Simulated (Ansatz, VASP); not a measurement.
Two plane-wave programs on SnO2

File INCAR:

```
SYSTEM = SnO2
PREC     = Accurate       ! precision mode
ENCUT    = 520            ! plane-wave cutoff, eV
EDIFF    = 1E-7           ! SCF threshold, eV
ISMEAR   = 0              ! smearing method
SIGMA    = 0.01           ! smearing width, eV
LREAL    = .False.        ! projectors in reciprocal space
LASPH    = .True.         ! aspherical terms in the spheres
NELM     = 60             ! most SCF steps
ALGO     = Normal         ! electronic algorithm
ISIF     = 2              ! what is computed and relaxed
LWAVE    = .False.        ! write WAVECAR
LCHARG   = .False.        ! write CHGCAR
GGA      = PS             ! functional
NBANDS   = 20             ! bands
```

The input KPOINTS:

```
regular mesh
0
Gamma
  8 8 8
  0 0 0
```

File POSCAR:

```
SnO2
1.0
    1.6170900000      0.9336300000      4.8005900000
   -1.6170900000      0.9336300000      4.8005900000
    0.0000000000     -1.8672600000      4.8005900000
Sn O
1 2
Direct
    0.5000000000      0.5000000000      0.5000000000
    0.2371700000      0.2371700000      0.2371700000
    0.7628300000      0.7628300000      0.7628300000
```

Input for Ansatz:

```yaml
crystal:
  lattice:
    - [1.61709, 0.93363, 4.80059]
    - [-1.61709, 0.93363, 4.80059]
    - [0.0, -1.86726, 4.80059]
  atoms:
    - { symbol: Sn, position: [0.5, 0.5, 0.5] }
    - { symbol: O, position: [0.23717, 0.23717, 0.23717] }
    - { symbol: O, position: [0.76283, 0.76283, 0.76283] }
basis:
  ecutwfc: 510.0
kpoints:
  mp_grid:
    grid: [8, 8, 8]
hamiltonian:
  xc: pbesol
scf:
  occupations:
    method: fixed
output:
  forces: true
  stress: true
```

Alike in both runs: task single point; functional PBEsol; k mesh 8 × 8 × 8; no spin polarisation.

```csv
,VASP,Ansatz
version,VASP 6.6.1,Ansatz 0.2.0
potentials or method,"VASP PAW PBE potentials, release 64 (Sn_d, O), cutoff 520 eV","plane waves, PAW"
occupations,"gaussian, width 0.01 eV",fixed
valence electrons in the cell,26,26
```

```tsv
	VASP	Ansatz	Ansatz less VASP
pressure (GPa)	-4.6	-5.2	-0.55
traceless stress, the component that is largest in VASP (GPa)	1.01	1.40	+0.391
rms of the force components (eV/Å)	0.163	0.188	+0.0241
```

VASP's potentials were made for PBE, not for PBEsol. Atom by atom the forces differ by 0.024 eV/Å (rms over components).
